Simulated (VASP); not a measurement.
# Al7N8 (a cell with a defect) in VASP: further runs

The runs below take Al7N8 (a cell with a defect) through relaxation of the atoms, with PBE.

All numbers are computed with VASP 6.6.1; they aren't measurements. Logs are shortened: lines on timing, memory, paths and dates and some standing lists are left out, and cuts for length are marked.

### 1 The cell of the first run

The cell holds a defect, 15 atoms: a = 6.227 Å, b = 6.227 Å, c = 6.227 Å, α = 60.00°, β = 60.00°, γ = 60.00°.

### 2 Relaxation of the atoms, PBE (atoms taken out)

INCAR

```
SYSTEM = Al7N8
ALGO = Normal ; EDIFF = 1E-7
EDIFFG = -0.02 ; ENCUT = 520
GGA = PE ; IBRION = 2
ISIF = 2 ; ISMEAR = 0
LASPH = .True. ; LCHARG = .False.
LREAL = Auto ; LWAVE = .False.
NELM = 60 ; NSW = 70
PREC = Accurate ; SIGMA = 0.05
```

KPOINTS

```
k-points
0
Gamma
  4 4 4
  0 0 0
```

POSCAR

```
Al7N8
1.0
   -4.4031742003      0.0000000000      4.4031742003
   -4.4031742003     -4.4031742003      0.0000000000
    0.0000000000     -4.4031742003      4.4031742003
Al N
7 8
Direct
    0.0000000000      0.0000000000      0.5000000000
    0.0000000000      0.5000000000      0.0000000000
    0.0000000000      0.0000000000      0.0000000000
    0.5000000000      0.5000000000      0.5000000000
    0.5000000000      0.0000000000      0.5000000000
    0.5000000000      0.5000000000      0.0000000000
    0.5000000000      0.0000000000      0.0000000000
    0.3750000000      0.3750000000      0.3750000000
    0.3750000000      0.8750000000      0.3750000000
    0.3750000000      0.3750000000      0.8750000000
    0.3750000000      0.8750000000      0.8750000000
    0.8750000000      0.3750000000      0.3750000000
    0.8750000000      0.8750000000      0.3750000000
    0.8750000000      0.3750000000      0.8750000000
    0.8750000000      0.8750000000      0.8750000000
```

Potentials or basis: VASP PAW PBE potentials, release 64 (Al, N).

Launch:

```
$ cat potpaw_PBE.64/Al/POTCAR potpaw_PBE.64/N/POTCAR > POTCAR
$ mpirun -np 1 vasp_std > vasp.out
```

OUTCAR:

```text
SYSTEM = Al7N8
   EDIFF = 1E-7
   EDIFFG = -0.02
   ENCUT = 520
   GGA = PE
   IBRION = 2
   ISIF = 2
   ISMEAR = 0
   LASPH = .True.
   LREAL = Auto
   NELM = 60
   NSW = 70
   PREC = Accurate

 ion  position               nearest neighbor table
   1  0.000  0.000  0.500-   9 1.91  12 1.91  15 1.91  13 1.91   3 3.11   5 3.11   2 3.11   3 3.11
                             7 3.11   2 3.11   4 3.11   4 3.11   5 3.11   7 3.11
   2  0.000  0.500  0.000-  10 1.91  12 1.91  15 1.91  14 1.91   3 3.11   6 3.11   1 3.11   4 3.11
                             1 3.11   3 3.11   7 3.11   4 3.11   6 3.11   7 3.11
   3  0.000  0.000  0.000-  11 1.91  13 1.91  14 1.91  15 1.91   2 3.11   7 3.11   1 3.11   1 3.11
                             5 3.11   2 3.11   6 3.11   5 3.11   6 3.11   7 3.11
   4  0.500  0.500  0.500-   9 1.91  10 1.91  12 1.91   8 1.91   5 3.11   6 3.11   2 3.11   6 3.11
                             7 3.11   1 3.11   5 3.11   7 3.11   1 3.11   2 3.11
   5  0.500  0.000  0.500-   8 1.91  11 1.91  13 1.91   9 1.91   4 3.11   7 3.11   1 3.11   3 3.11
                             6 3.11   7 3.11   4 3.11   6 3.11   1 3.11   3 3.11
   6  0.500  0.500  0.000-   8 1.91  11 1.91  14 1.91  10 1.91   4 3.11   7 3.11   2 3.11   4 3.11
                             5 3.11   3 3.11   5 3.11   7 3.11   2 3.11   3 3.11
   7  0.500  0.000  0.000-   9 1.91  10 1.91  15 1.91  11 1.91   5 3.11   6 3.11   3 3.11   1 3.11
                             4 3.11   5 3.11   2 3.11   4 3.11   6 3.11   1 3.11   2 3.11   3 3.11
   8  0.375  0.375  0.375-   5 1.91   6 1.91   4 1.91
   9  0.375  0.875  0.375-   1 1.91   4 1.91   7 1.91   5 1.91
  10  0.375  0.375  0.875-   2 1.91   4 1.91   7 1.91   6 1.91
  11  0.375  0.875  0.875-   3 1.91   5 1.91   6 1.91   7 1.91
  12  0.875  0.375  0.375-   1 1.91   2 1.91   4 1.91
  13  0.875  0.875  0.375-   3 1.91   5 1.91   1 1.91
  14  0.875  0.375  0.875-   3 1.91   6 1.91   2 1.91
  15  0.875  0.875  0.875-   1 1.91   2 1.91   7 1.91   3 1.91

  LATTYP: Found a face centered cubic cell.
 ALAT       =     8.8063484006

  Lattice vectors:

 A1 = (  -4.4031742003,   0.0000000000,   4.4031742003)
 A2 = (  -4.4031742003,  -4.4031742003,   0.0000000000)
 A3 = (   0.0000000000,  -4.4031742003,   4.4031742003)

Analysis of symmetry for initial positions (statically):
=====================================================================
 Subroutine PRICEL returns:
 Original cell was already a primitive cell.

 Routine SETGRP: Setting up the symmetry group for a
 face centered cubic supercell.

 Subroutine GETGRP returns: Found 24 space group operations
 (whereof  4 operations were pure point group operations)
 out of a pool of 48 trial point group operations.

The static configuration has the point symmetry C_2v.
 The point group associated with its full space group is T_d .

Analysis of symmetry for dynamics (positions and initial velocities):
=====================================================================
 Subroutine PRICEL returns:
[... 118 lines left out ...]
   NELM   =     60;   NELMIN=  2; NELMDL= -5     # of ELM steps
   EDIFF  = 0.1E-06   stopping-criterion for ELM
   LREAL  =      T    real-space projection
   EDIFFG = -.2E-01   stopping-criterion for IOM
   NSW    =     70    number of steps for IOM
   IBRION =      2    ionic relax: 0-MD 1-quasi-New 2-CG
   NFREE  =      1    steps in history (QN), initial steepest desc. (CG)
   ISIF   =      2    stress and relaxation
   ISYM   =      2    0-nonsym 1-usesym 2-fastsym
   POTIM  = 0.5000    time-step for ionic-motion
   TEBEG  =    0.0;   TEEND  =   0.0 temperature during run
   PSTRESS=    0.0 pullay stress
   NELECT =      61.0000    total number of electrons
   NUPDOWN=      -1.0000    fix difference up-down
   EMIN   =  10.00;   EMAX   =-10.00  energy-range for DOS
   EFERMI =   0.00;   METHOD = LEGACY
   ISMEAR =     0;   SIGMA  =   0.05  broadening in eV -4-tet -1-fermi 0-gaus
   EFERMI_NEDOS =   21; number of points for ismear=-14 and -15
   IALGO  =     38    algorithm
   IMIX   =      4    mixing-type and parameters
     AMIX     =   0.40;   BMIX     =  1.00
     AMIX_MAG =   1.60;   BMIX_MAG =  1.00
  volume/ion in A,a.u.               =      11.38        76.81
  Fermi-wavevector in a.u.,A,eV,Ry     =   1.161651  2.195202 18.360143  1.349432
  Thomas-Fermi vector in A             =   2.298220
   LORBIT       =      0    0 simple, 1 ext, 2 COOP (PROOUT), +10 PAW based schemes
   GGA     = PE    functional components
   LHFCALC =     F    Hartree Fock is set to
   AEXX    =    0.0000 exact exchange contribution
   IVDW    =     0    specifies the selected vdW correction
   LEPSILON=     F    determine dielectric tensor
   LRPA    =     F    only Hartree local field effects (RPA)
 conjugate gradient relaxation of ions
 non-spin polarized calculation
 Gauss-broadening in eV      SIGMA  =   0.05
  energy-cutoff  :      520.00
  volume of cell :      170.74
 maximum number of plane-waves:      4645
 NGX is ok and might be reduce to    48
   NGX = 23   NGY = 23   NGZ = 23

--------------------------------------- Ionic step        1  -------------------------------------------

 number of electron      61.0000006 magnetization

 Free energy of the ion-electron system (eV)
  ---------------------------------------------------
  ext. energy  EPLUGINS =         0.00000000
  ---------------------------------------------------
  free energy    TOTEN  =      -105.35345790 eV

  energy without entropy =     -105.33599334  energy(sigma->0) =     -105.34472562

------------------------ aborting loop because EDIFF is reached ----------------------------------------

  FORCE on cell =-STRESS in cart. coord.  units (eV):
  Direction    XX          YY          ZZ          XY          YZ          ZX
  --------------------------------------------------------------------------------------
  -------------------------------------------------------------------------------------
  Total       -2.0461022     -2.0461022     -2.0461022      0.0000000     -0.0000000     -0.0000000
  in kB      -19.2004014    -19.2004014    -19.2004014      0.0000000     -0.0000000     -0.0000000
  external PRESSURE =     -19.2004014 kB  Pullay stress =       0.0000000 kB
[... 232 lines left out ...]
--------------------------------------- Ionic step        6  -------------------------------------------

 number of electron      61.0000005 magnetization

 Free energy of the ion-electron system (eV)
  ---------------------------------------------------
  ext. energy  EPLUGINS =         0.00000000
  ---------------------------------------------------
  free energy    TOTEN  =      -106.10626512 eV

  energy without entropy =     -106.09107353  energy(sigma->0) =     -106.09866932

 E-fermi :   5.3140     XC(G=0): -10.3978

 val. band max:        5.3000248264   @ k =   0.5000   0.2500   0.0000
 cond. band min:       5.3529714423   @ k =  -0.2500   0.5000   0.2500
 fundamental gap:      0.0529466160
 Fermi energy:         5.3140385513

 k-point     1 :       0.0000    0.0000    0.0000
  band No.  band energies     occupation
      1     -10.2166      2.00000
      2      -8.3316      2.00000
      3      -8.3217      2.00000
      4      -8.3217      2.00000
      5      -8.3217      2.00000
      6      -7.5527      2.00000
[... 359 lines left out ...]
  FREE ENERGIE OF THE ION-ELECTRON SYSTEM (eV)
  ---------------------------------------------------
  free  energy   TOTEN  =      -106.1062651162 eV

  energy  without entropy=     -106.0910735308  energy(sigma->0) =     -106.09866932

 reached required accuracy - stopping structural energy minimisation
```

OSZICAR:

```text
N       E                     dE             d eps       ncg     rms          rms(c)
DAV:   1     0.277178190853E+03    0.27718E+03   -0.28348E+04   608   0.142E+03
DAV:   2    -0.916492835198E+02   -0.36883E+03   -0.35901E+03   814   0.278E+02
DAV:   3    -0.119001690132E+03   -0.27352E+02   -0.27097E+02   692   0.843E+01
[... 62 lines left out ...]
DAV:   2    -0.106106310362E+03   -0.43045E-04   -0.19214E-03   692   0.221E-01    0.385E-02
DAV:   3    -0.106106265194E+03    0.45168E-04   -0.13318E-04   706   0.656E-02    0.175E-02
DAV:   4    -0.106106265253E+03   -0.58339E-07   -0.40791E-05   704   0.301E-02    0.540E-03
DAV:   5    -0.106106265127E+03    0.12581E-06   -0.99131E-07   700   0.630E-03    0.268E-03
DAV:   6    -0.106106265116E+03    0.10524E-07   -0.43943E-07   666   0.427E-03
   6 F= -.10610627E+03 E0= -.10609867E+03  d E =-.223279E-03
```

Wall time 8.5 min (1 thread of Intel Xeon Platinum 8259CL at 2.50GHz (Skylake/Cascade Lake), shared host); peak memory 0.34 GiB.

Results:

| Property | Result |
| --- | --- |
| Free energy | -106.1063 eV |
| Energy gained by relaxing | 50.2 meV/atom |
| Ionic steps | 6 |
| Pressure after relaxing | 2.3 GPa |
| Largest force after relaxing | 0.019 eV/Å |
| Band gap on the k mesh | zero (an odd number of electrons rules out a gap without spin polarisation) |

Forces on the atoms (eV/Å):
```
Al   0.000  0.000  0.005
Al  -0.005  0.000  0.000
Al   0.000  0.005  0.000
Al   0.000 -0.005  0.000
Al   0.005  0.000  0.000
Al   0.000  0.000 -0.005
Al   0.000  0.000  0.000
N   -0.002  0.002  0.002
N   -0.011  0.011 -0.011
N    0.011  0.011  0.011
N   -0.011 -0.011  0.011
N    0.002  0.002 -0.002
N   -0.002 -0.002 -0.002
N    0.002 -0.002  0.002
N    0.011 -0.011 -0.011
```

The path:
| step | energy change (eV) | largest force (eV/Å) | pressure (GPa) |
| --- | --- | --- | --- |
| 1 | 0.0000 | 1.6997 | -1.92 |
| 2 | -0.5240 | 1.0053 | -0.18 |
| 3 | -0.5543 | 0.9080 | 0.30 |
| 4 | -0.7524 | 0.0519 | 2.26 |
| 5 | -0.7526 | 0.0521 | 2.34 |
| 6 | -0.7528 | 0.0192 | 2.33 |

Final structure:
```
Al N
1.0
    -4.40317    0.00000    4.40317
    -4.40317   -4.40317    0.00000
     0.00000   -4.40317    4.40317
Al N
7 8
Direct
  0.00373 0.99627 0.50373
  0.00373 0.50373 0.99627
  0.00373 0.99627 0.99627
  0.49627 0.50373 0.50373
  0.49627 0.99627 0.50373
  0.49627 0.50373 0.99627
  0.50000 0.00000 0.00000
  0.41119 0.36294 0.36294
  0.37495 0.87495 0.37515
  0.37495 0.37515 0.87495
  0.37495 0.87495 0.87495
  0.86294 0.36294 0.36294
  0.86294 0.91119 0.36294
  0.86294 0.36294 0.91119
  0.87515 0.87495 0.87495
```

Caveat: the cell differs from its parent crystal (atoms taken out).

### 3 Relaxation of the atoms, PBE (atoms taken out)

INCAR

```
PREC = Accurate
ENCUT = 520
EDIFF = 1E-7
ISMEAR = 0
SIGMA = 0.05
LREAL = Auto
LASPH = True
NELM = 80
ALGO = Normal
ISIF = 2
LWAVE = False
LCHARG = False
GGA = PE
IBRION = 2
NSW = 70
EDIFFG = -0.02
```

KPOINTS

```
Automatic mesh
0
Gamma
  4 4 4
```

POSCAR, as its differences from that of step 2:

```diff
@@ -8,3 +8,3 @@
 Direct
-    0.0000000000      0.0000000000      0.5000000000
+    0.0000000000     -0.5000000000      0.5000000000
     0.0000000000      0.5000000000      0.0000000000
```

Potentials or basis: VASP PAW PBE potentials, release 64 (Al, N).

Launch:

```
$ cat potpaw_PBE.64/Al/POTCAR potpaw_PBE.64/N/POTCAR > POTCAR
$ mpirun -np 1 vasp_std > vasp.out
```

Wall time 6.8 min (1 thread of Intel Xeon Platinum 8259CL at 2.50GHz (Skylake/Cascade Lake), shared host); peak memory 0.33 GiB.

It converged, with:

```yaml
Free_energy: -106.1063 eV
Energy_gained_by_relaxing: 50.2 meV/atom
Ionic_steps: 6
Pressure_after_relaxing: 2.3 GPa
Largest_force_after_relaxing: 0.019 eV/Å
Band_gap_on_the_k_mesh: zero (an odd number of electrons rules out a gap without spin polarisation)
```

Forces on the atoms (eV/Å):
```
Al   0.000  0.000  0.005
Al   0.000  0.005  0.000
Al  -0.005  0.000  0.000
Al   0.005  0.000  0.000
Al   0.000 -0.005  0.000
Al   0.000  0.000  0.000
Al   0.000  0.000 -0.005
N   -0.011  0.011 -0.011
N   -0.002  0.002  0.002
N   -0.011 -0.011  0.011
N    0.011  0.011  0.011
N   -0.002 -0.002 -0.002
N    0.002  0.002 -0.002
N    0.011 -0.011 -0.011
N    0.002 -0.002  0.002
```

The path:
| step | energy change (eV) | largest force (eV/Å) | pressure (GPa) |
| --- | --- | --- | --- |
| 1 | 0.0000 | 1.6997 | -1.92 |
| 2 | -0.5240 | 1.0053 | -0.18 |
| 3 | -0.5543 | 0.9080 | 0.30 |
| 4 | -0.7524 | 0.0519 | 2.26 |
| 5 | -0.7526 | 0.0521 | 2.34 |
| 6 | -0.7528 | 0.0192 | 2.33 |

Final structure:
```
Al N
1.0
    -4.40317    0.00000    4.40317
    -4.40317   -4.40317    0.00000
     0.00000   -4.40317    4.40317
Al N
7 8
Direct
  0.00373 0.49627 0.50373
  0.00373 0.49627 0.99627
  0.00373 0.00373 0.99627
  0.49627 0.49627 0.50373
  0.49627 0.00373 0.50373
  0.50000 0.50000 0.00000
  0.49627 0.00373 0.99627
  0.37495 0.37495 0.37515
  0.41119 0.86294 0.36294
  0.37495 0.37495 0.87495
  0.37495 0.87515 0.87495
  0.86294 0.41119 0.36294
  0.86294 0.86294 0.36294
  0.87515 0.37495 0.87495
  0.86294 0.86294 0.91119
```

Levels at points of the mesh, in eV from the Fermi level:
```
           k point  band 28  band 29  band 30  band 31  band 32  band 33
(0.00, 0.00, 0.00)    -1.15    -1.15     0.22     0.22     0.22     3.44
(0.50, 0.00, 0.00)    -1.16    -1.16    -0.88     0.17     0.17     5.08
(0.50, 0.50, 0.00)    -1.58    -1.16    -1.03     0.06     0.06     5.48
```

Caveat: the cell differs from its parent crystal (atoms taken out).

### 4 Relaxation of the atoms, PBE

INCAR

```
PREC     = Accurate       # precision mode
ENCUT    = 520            # plane-wave cutoff, eV
EDIFF    = 1E-6           # SCF threshold, eV
ISMEAR   = -4             # smearing method
SIGMA    = 0.05           # smearing width, eV
LREAL    = Auto         
LASPH    = T              # aspherical terms in the spheres
NELM     = 100            # most SCF steps
ALGO     = Normal         # electronic algorithm
ISIF     = 2              # what is computed and relaxed
LWAVE    = F              # write WAVECAR
LCHARG   = F              # write CHGCAR
GGA      = PE             # functional
IBRION   = 2              # ionic algorithm
NSW      = 70             # ionic steps
EDIFFG   = -0.02          # ionic threshold
```

KPOINTS is that of step 3.

POSCAR, as its differences from that of step 3:

```diff
@@ -8,3 +8,3 @@
 Direct
-    0.0000000000     -0.5000000000      0.5000000000
+    0.0000000000      0.0000000000      0.5000000000
     0.0000000000      0.5000000000      0.0000000000
```

Launch:

```
$ cat potpaw_PBE.64/Al/POTCAR potpaw_PBE.64/N/POTCAR > POTCAR
$ mpirun -np 1 vasp_std > vasp.out
```

Wall time 19 min (1 thread of Intel Xeon 8259CL, shared host); peak memory 0.34 GiB.

Results (log left out):

```yaml
Free_energy: -106.0751 eV
Energy_gained_by_relaxing: 50.4 meV/atom
Ionic_steps: 6
Pressure_after_relaxing: 2.4 GPa
Largest_force_after_relaxing: 0.019 eV/Å
Band_gap_on_the_k_mesh: zero (an odd number of electrons rules out a gap without spin polarisation)
```

Forces on the atoms (eV/Å):
```
Al   0.000  0.000  0.005
Al  -0.005  0.000  0.000
Al   0.000  0.005  0.000
Al   0.000 -0.005  0.000
Al   0.005  0.000  0.000
Al   0.000  0.000 -0.005
Al   0.000  0.000  0.000
N   -0.002  0.002  0.002
N   -0.011  0.011 -0.011
N    0.011  0.011  0.011
N   -0.011 -0.011  0.011
N    0.002  0.002 -0.002
N   -0.002 -0.002 -0.002
N    0.002 -0.002  0.002
N    0.011 -0.011 -0.011
```

The path:
| step | energy change (eV) | largest force (eV/Å) | pressure (GPa) |
| --- | --- | --- | --- |
| 1 | 0.0000 | 1.7088 | -1.90 |
| 2 | -0.5275 | 1.0066 | -0.15 |
| 3 | -0.5580 | 0.9127 | 0.34 |
| 4 | -0.7552 | 0.0523 | 2.31 |
| 5 | -0.7553 | 0.0523 | 2.37 |
| 6 | -0.7555 | 0.0186 | 2.36 |

Final structure:
```
Al N
1.0
    -4.40317    0.00000    4.40317
    -4.40317   -4.40317    0.00000
     0.00000   -4.40317    4.40317
Al N
7 8
Direct
  0.00372 0.99628 0.50372
  0.00372 0.50372 0.99628
  0.00372 0.99628 0.99628
  0.49628 0.50372 0.50372
  0.49628 0.99628 0.50372
  0.49628 0.50372 0.99628
  0.50000 0.00000 0.00000
  0.41119 0.36294 0.36294
  0.37495 0.87495 0.37516
  0.37495 0.37516 0.87495
  0.37495 0.87495 0.87495
  0.86294 0.36294 0.36294
  0.86294 0.91119 0.36294
  0.86294 0.36294 0.91119
  0.87516 0.87495 0.87495
```

Levels at points of the mesh, in eV from the Fermi level:
| k point | band 26 | band 27 | band 28 | band 29 | band 30 | band 31 | band 32 | band 33 | band 34 | band 35 |
| --- | --- | --- | --- | --- | --- | --- | --- | --- | --- | --- |
| (0.00, 0.00, 0.00) | -1.32 | -1.17 | -1.17 | -1.17 | 0.21 | 0.21 | 0.21 | 3.42 | 3.42 | 3.42 |
| (0.50, 0.00, 0.00) | -1.67 | -1.67 | -1.17 | -1.17 | -0.90 | 0.15 | 0.15 | 5.07 | 5.44 | 5.44 |
| (0.50, 0.50, 0.00) | -1.67 | -1.67 | -1.60 | -1.18 | -1.05 | 0.04 | 0.04 | 5.46 | 5.59 | 5.81 |
